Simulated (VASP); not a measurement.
# HfO2 (Fm-3m) in VASP: notebook

The runs below take HfO2 through single point, with PBE.

All numbers are computed with VASP 6.6.1; they aren't measurements. Logs are shortened: lines on timing, memory, paths and dates and some standing lists are left out, and cuts for length are marked.

## 1. The cell of the first run

The structure is cubic, space group Fm-3m (No. 225). Conventional cell: a = 5.115 Å, b = 5.115 Å, c = 5.115 Å, α = 90.00°, β = 90.00°, γ = 90.00°. Hf (site symmetry m-3m) has 8 O at 2.21 Å within 2.9 Å. O (site symmetry -43m) has 4 Hf at 2.21 Å and 6 O at 2.56 Å within 2.9 Å.

## 2. Single point, PBE

Contents of INCAR:

```
SYSTEM = HfO2
PREC     = Accurate       ! precision mode
ENCUT    = 520            ! plane-wave cutoff, eV
EDIFF    = 1E-7           ! SCF threshold, eV
ISMEAR   = 0              ! smearing method
SIGMA    = 0.01           ! smearing width, eV
LREAL    = .False.        ! projectors in reciprocal space
LASPH    = .True.         ! aspherical terms in the spheres
NELM     = 100            ! most SCF steps
ALGO     = Normal         ! electronic algorithm
ISIF     = 2              ! what is computed and relaxed
LWAVE    = .False.        ! write WAVECAR
LCHARG   = .False.        ! write CHGCAR
GGA      = PE             ! functional
NBANDS   = 18             ! bands
```

Contents of KPOINTS:

```
regular mesh
0
Gamma
  4 4 4
  0 0 0
```

Contents of POSCAR:

```
HfO2
1.0
    0.0000000000      2.5575000000      2.5575000000
    2.5575000000      0.0000000000      2.5575000000
    2.5575000000      2.5575000000      0.0000000000
Hf O
1 2
Direct
    0.0000000000      0.0000000000      0.0000000000
    0.2500000000      0.2500000000      0.2500000000
    0.7500000000      0.7500000000      0.7500000000
```

Potentials or basis: VASP PAW PBE potentials, release 64 (Hf_pv, O).

Run with:

```sh
cat potpaw_PBE.64/Hf_pv/POTCAR potpaw_PBE.64/O/POTCAR > POTCAR
mpirun -np 1 vasp_std > vasp.out
```

OUTCAR:

```text
SYSTEM = HfO2
   PREC = Accurate
   ENCUT = 520
   EDIFF = 1E-7
   ISMEAR = 0
   LREAL = .False.
   LASPH = .True.
   NELM = 100
   ISIF = 2
   GGA = PE

 ion  position               nearest neighbor table
   1  0.000  0.000  0.000-   3 2.21   3 2.21   3 2.21   2 2.21   3 2.21   2 2.21   2 2.21   2 2.21

   2  0.250  0.250  0.250-   1 2.21   1 2.21   1 2.21   1 2.21
   3  0.750  0.750  0.750-   1 2.21   1 2.21   1 2.21   1 2.21

  LATTYP: Found a face centered cubic cell.
 ALAT       =     5.1150000000

  Lattice vectors:

 A1 = (   0.0000000000,   2.5575000000,   2.5575000000)
 A2 = (   2.5575000000,   0.0000000000,   2.5575000000)
 A3 = (   2.5575000000,   2.5575000000,   0.0000000000)

Analysis of symmetry for initial positions (statically):
=====================================================================
 Subroutine PRICEL returns:
 Original cell was already a primitive cell.

 Routine SETGRP: Setting up the symmetry group for a
 face centered cubic supercell.

 Subroutine GETGRP returns: Found 48 space group operations
 (whereof 48 operations were pure point group operations)
 out of a pool of 48 trial point group operations.

The static configuration has the point symmetry O_h .

Analysis of symmetry for dynamics (positions and initial velocities):
=====================================================================
 Subroutine PRICEL returns:
 Original cell was already a primitive cell.

 Routine SETGRP: Setting up the symmetry group for a
 face centered cubic supercell.

 Subroutine GETGRP returns: Found 48 space group operations
 (whereof 48 operations were pure point group operations)
 out of a pool of 48 trial point group operations.

The dynamic configuration has the point symmetry O_h .

 Subroutine INISYM returns: Found 48 space group operations
 (whereof 48 operations are pure point group operations),
 and found     1 'primitive' translations

----------------------------------------------------------------------------------------

                                     Primitive cell

  volume of cell :      33.4562

  direct lattice vectors                    reciprocal lattice vectors
     0.000000000  2.557500000  2.557500000    -0.195503421  0.195503421  0.195503421
     2.557500000  0.000000000  2.557500000     0.195503421 -0.195503421  0.195503421
     2.557500000  2.557500000  0.000000000     0.195503421  0.195503421 -0.195503421

  length of vectors
     3.616851186  3.616851186  3.616851186     0.338621859  0.338621859  0.338621859

  position of ions in fractional coordinates (direct lattice)
     0.000000000  0.000000000  0.000000000
     0.250000000  0.250000000  0.250000000
     0.750000000  0.750000000  0.750000000

  ion indices of the primitive-cell ions
   primitive index   ion index
                 1           1
                 2           2
                 3           3

----------------------------------------------------------------------------------------

 KPOINTS: regular mesh

Automatic generation of k-mesh.
 Grid dimensions read from file:
 generate k-points for:    4    4    4

 Generating k-lattice:

  Cartesian coordinates                     Fractional coordinates (reciprocal lattice)
    -0.048875855  0.048875855  0.048875855     0.250000000  0.000000000  0.000000000
     0.048875855 -0.048875855  0.048875855     0.000000000  0.250000000  0.000000000
     0.048875855  0.048875855 -0.048875855     0.000000000  0.000000000  0.250000000

  Length of vectors
     0.084655465  0.084655465  0.084655465

  Shift w.r.t. Gamma in fractional coordinates (k-lattice)
     0.000000000  0.000000000  0.000000000

 Subroutine IBZKPT returns following result:
 ===========================================

 Found      8 irreducible k-points:

 Following reciprocal coordinates:
            Coordinates               Weight
  0.000000  0.000000  0.000000      1.000000
  0.250000  0.000000  0.000000      8.000000
  0.500000  0.000000  0.000000      4.000000
  0.250000  0.250000  0.000000      6.000000
  0.500000  0.250000  0.000000     24.000000
 -0.250000  0.250000  0.000000     12.000000
  0.500000  0.500000  0.000000      3.000000
 -0.250000  0.500000  0.250000      6.000000
   k-points           NKPTS =      8   k-points in BZ     NKDIM =      8   number of bands    NBANDS=     18
   number of dos      NEDOS =    301   number of ions     NIONS =      3
   total plane-waves  NPLWV =  21952
   dimension x,y,z NGX =    28 NGY =   28 NGZ =   28
   dimension x,y,z NGXF=    56 NGYF=   56 NGZF=   56
   ions per type =               1   2
   NGX,Y,Z   is equivalent  to a cutoff of  12.87, 12.87, 12.87 a.u.
   NGXF,Y,Z  is equivalent  to a cutoff of  25.74, 25.74, 25.74 a.u.
 SYSTEM =  HfO2
   PREC   = accura    normal or accurate (medium, high low for compatibility)
   ISTART =      0    job   : 0-new  1-cont  2-samecut
   ICHARG =      2    charge: 1-file 2-atom 10-const
   ISPIN  =      1    spin polarized calculation?
   LNONCOLLINEAR =      F non collinear calculations
   LSORBIT =      F    spin-orbit coupling
   LASPH  =      T    aspherical Exc in radial PAW
   ENCUT  =  520.0 eV  38.22 Ry    6.18 a.u.   6.72  6.72  6.72*2*pi/ulx,y,z
   NELM   =    100;   NELMIN=  2; NELMDL= -5     # of ELM steps
   EDIFF  = 0.1E-06   stopping-criterion for ELM
   LREAL  =      F    real-space projection
   EDIFFG = 0.1E-05   stopping-criterion for IOM
   NSW    =      0    number of steps for IOM
   IBRION =     -1    ionic relax: 0-MD 1-quasi-New 2-CG
   NFREE  =      0    steps in history (QN), initial steepest desc. (CG)
   ISIF   =      2    stress and relaxation
   ISYM   =      2    0-nonsym 1-usesym 2-fastsym
   POTIM  = 0.5000    time-step for ionic-motion
   TEBEG  =    0.0;   TEEND  =   0.0 temperature during run
   PSTRESS=    0.0 pullay stress
   NELECT =      22.0000    total number of electrons
   NUPDOWN=      -1.0000    fix difference up-down
   EMIN   =  10.00;   EMAX   =-10.00  energy-range for DOS
   EFERMI =   0.00;   METHOD = LEGACY
   ISMEAR =     0;   SIGMA  =   0.01  broadening in eV -4-tet -1-fermi 0-gaus
   EFERMI_NEDOS =   21; number of points for ismear=-14 and -15
   IALGO  =     38    algorithm
   IMIX   =      4    mixing-type and parameters
     AMIX     =   0.40;   BMIX     =  1.00
     AMIX_MAG =   1.60;   BMIX_MAG =  1.00
  volume/ion in A,a.u.               =      11.15        75.26
  Fermi-wavevector in a.u.,A,eV,Ry     =   1.423607  2.690227 27.574337  2.026657
  Thomas-Fermi vector in A             =   2.544186
   LORBIT       =      0    0 simple, 1 ext, 2 COOP (PROOUT), +10 PAW based schemes
   GGA     = PE    functional components
   LHFCALC =     F    Hartree Fock is set to
   AEXX    =    0.0000 exact exchange contribution
   IVDW    =     0    specifies the selected vdW correction
   LEPSILON=     F    determine dielectric tensor
   LRPA    =     F    only Hartree local field effects (RPA)
 non-spin polarized calculation
 Gauss-broadening in eV      SIGMA  =   0.01
  energy-cutoff  :      520.00
  volume of cell :       33.46
 maximum number of plane-waves:       934
 NGX is ok and might be reduce to    28
   NGX = 13   NGY = 13   NGZ = 13

 number of electron      21.9999993 magnetization

 Free energy of the ion-electron system (eV)
  ---------------------------------------------------
  ext. energy  EPLUGINS =         0.00000000
  ---------------------------------------------------
  free energy    TOTEN  =       -30.23250587 eV

  energy without entropy =      -30.23250587  energy(sigma->0) =      -30.23250587

 E-fermi :   4.1182     XC(G=0): -11.6972

 val. band max:        4.0551879271   @ k =   0.5000   0.5000   0.0000
 cond. band min:       7.7841590284   @ k =   0.5000   0.5000   0.0000
 fundamental gap:      3.7289711013
 Fermi energy:         4.1181676351

 k-point     1 :       0.0000    0.0000    0.0000
  band No.  band energies     occupation
      1     -25.7562      2.00000
      2     -25.7562      2.00000
      3     -25.7562      2.00000
      4     -14.5134      2.00000
      5     -11.6112      2.00000
      6      -1.1269      2.00000
      7      -1.1269      2.00000
      8      -1.1269      2.00000
      9       3.4610      2.00000
     10       3.4610      2.00000
     11       3.4610      2.00000
     12       7.8696      0.00000
     13       7.8696      0.00000
     14       9.6797      0.00000
     15      14.1457      0.00000
     16      14.1457      0.00000
     17      14.1457      0.00000
     18      17.3895      0.00000

 k-point     2 :       0.2500    0.0000    0.0000
  band No.  band energies     occupation
      1     -25.9529      2.00000
      2     -25.7784      2.00000
      3     -25.7784      2.00000
      4     -13.8532      2.00000
      5     -12.0976      2.00000
      6      -0.6204      2.00000
      7      -0.6204      2.00000
      8       0.1928      2.00000
      9       2.1071      2.00000
     10       2.6823      2.00000
     11       2.6823      2.00000
     12       8.5525      0.00000
     13       8.5525      0.00000
     14      10.9444      0.00000
     15      13.0023      0.00000
     16      13.4431      0.00000
     17      13.4431      0.00000
     18      16.4505      0.00000

 k-point     3 :       0.5000    0.0000    0.0000
  band No.  band energies     occupation
      1     -26.1369      2.00000
      2     -25.8004      2.00000
      3     -25.8004      2.00000
      4     -13.3189      2.00000
      5     -12.3201      2.00000
      6      -0.1154      2.00000
      7      -0.1154      2.00000
      8       1.0503      2.00000
      9       1.3860      2.00000
     10       2.2555      2.00000
     11       2.2555      2.00000
     12       8.5633      0.00000
     13       8.5633      0.00000
     14      10.7907      0.00000
     15      13.0335      0.00000
     16      13.1518      0.00000
     17      13.1518      0.00000
     18      16.2164      0.00000

 k-point     4 :       0.2500    0.2500    0.0000
  band No.  band energies     occupation
      1     -25.9668      2.00000
      2     -25.8109      2.00000
      3     -25.8109      2.00000
      4     -13.5792      2.00000
      5     -12.2787      2.00000
      6      -0.4914      2.00000
      7      -0.4914      2.00000
      8       0.0864      2.00000
      9       1.0747      2.00000
     10       3.3853      2.00000
     11       3.3853      2.00000
     12       8.4417      0.00000
     13       8.5587      0.00000
     14      12.0986      0.00000
     15      12.6094      0.00000
     16      12.6094      0.00000
     17      12.8193      0.00000
     18      17.1783      0.00000

 k-point     5 :       0.5000    0.2500    0.0000
  band No.  band energies     occupation
      1     -26.0842      2.00000
      2     -25.9013      2.00000
      3     -25.8329      2.00000
      4     -12.9285      2.00000
      5     -12.5525      2.00000
      6      -1.0861      2.00000
      7       0.0913      2.00000
      8       0.2603      2.00000
      9       2.4023      2.00000
     10       2.7409      2.00000
     11       2.8878      2.00000
     12       8.4670      0.00000
     13       9.0178      0.00000
     14      10.9285      0.00000
     15      11.8049      0.00000
     16      12.4532      0.00000
     17      14.9931      0.00000
     18      17.0034      0.00000

 k-point     6 :      -0.2500    0.2500    0.0000
  band No.  band energies     occupation
      1     -26.0293      2.00000
      2     -25.9138      2.00000
      3     -25.8006      2.00000
      4     -13.1481      2.00000
      5     -12.4754      2.00000
      6      -0.7726      2.00000
      7       0.4588      2.00000
      8       0.4775      2.00000
      9       1.3395      2.00000
     10       2.0076      2.00000
     11       3.3577      2.00000
     12       8.3037      0.00000
     13       9.1794      0.00000
     14      11.1790      0.00000
     15      11.6610      0.00000
     16      12.9700      0.00000
     17      14.6507      0.00000
     18      16.8038      0.00000

 k-point     7 :       0.5000    0.5000    0.0000
  band No.  band energies     occupation
      1     -26.1589      2.00000
      2     -25.8653      2.00000
      3     -25.8653      2.00000
      4     -12.8250      2.00000
      5     -12.4936      2.00000
      6      -2.2433      2.00000
      7       0.6550      2.00000
      8       0.6550      2.00000
      9       2.5721      2.00000
     10       2.5721      2.00000
     11       4.0552      2.00000
     12       7.7842      0.00000
     13       9.4156      0.00000
     14      10.4488      0.00000
     15      11.9807      0.00000
     16      11.9807      0.00000
     17      16.9619      0.00000
     18      17.2903      0.00000

 k-point     8 :      -0.2500    0.5000    0.2500
  band No.  band energies     occupation
      1     -26.0146      2.00000
      2     -26.0146      2.00000
      3     -25.8670      2.00000
      4     -12.6548      2.00000
      5     -12.6548      2.00000
      6      -1.1200      2.00000
      7      -0.8733      2.00000
      8       1.5543      2.00000
      9       1.5543      2.00000
     10       2.7069      2.00000
     11       3.8558      2.00000
     12       8.7792      0.00000
     13       9.0842      0.00000
     14      10.9019      0.00000
     15      10.9019      0.00000
     16      12.1209      0.00000
     17      16.7625      0.00000
     18      17.3060      0.00000

------------------------ aborting loop because EDIFF is reached ----------------------------------------

  FORCE on cell =-STRESS in cart. coord.  units (eV):
  Direction    XX          YY          ZZ          XY          YZ          ZX
  --------------------------------------------------------------------------------------
  -------------------------------------------------------------------------------------
  Total       -1.2524094     -1.2524094     -1.2524094     -0.0000000     -0.0000000      0.0000000
  in kB      -59.9763417    -59.9763417    -59.9763417     -0.0000000     -0.0000000      0.0000000
  external PRESSURE =     -59.9763417 kB  Pullay stress =       0.0000000 kB

 VOLUME and BASIS-vectors are now :
 -----------------------------------------------------------------------------
  energy-cutoff  :      520.00
  volume of cell :       33.46
      direct lattice vectors                 reciprocal lattice vectors
     0.000000000  2.557500000  2.557500000    -0.195503421  0.195503421  0.195503421
     2.557500000  0.000000000  2.557500000     0.195503421 -0.195503421  0.195503421
     2.557500000  2.557500000  0.000000000     0.195503421  0.195503421 -0.195503421

 POSITION                                       TOTAL-FORCE (eV/Angst)
 -----------------------------------------------------------------------------------
      0.00000      0.00000      0.00000        -0.000000     -0.000000     -0.000000
      1.27875      1.27875      1.27875        -0.000000     -0.000000     -0.000000
      3.83625      3.83625      3.83625         0.000000      0.000000      0.000000
 -----------------------------------------------------------------------------------
    total drift:                                0.000000      0.000000      0.000000

  FREE ENERGIE OF THE ION-ELECTRON SYSTEM (eV)
  ---------------------------------------------------
  free  energy   TOTEN  =       -30.2325058723 eV

  energy  without entropy=      -30.2325058723  energy(sigma->0) =      -30.23250587
```

It took 14 s on 1 thread of Intel Xeon 8259CL, shared host; peak memory 0.16 GiB.

What came out:

| Property | Result |
| --- | --- |
| Free energy | -30.2325 eV |
| Pressure | -6.0 GPa |
| Band gap on the k mesh | 3.73 eV, direct |

Caveat: the k points lie up to 0.53 Å⁻¹ apart; spin-orbit coupling is left out, which moves the levels of the heavy elements. A k mesh can miss the band edges.

(Continued in part 2 of 2.)
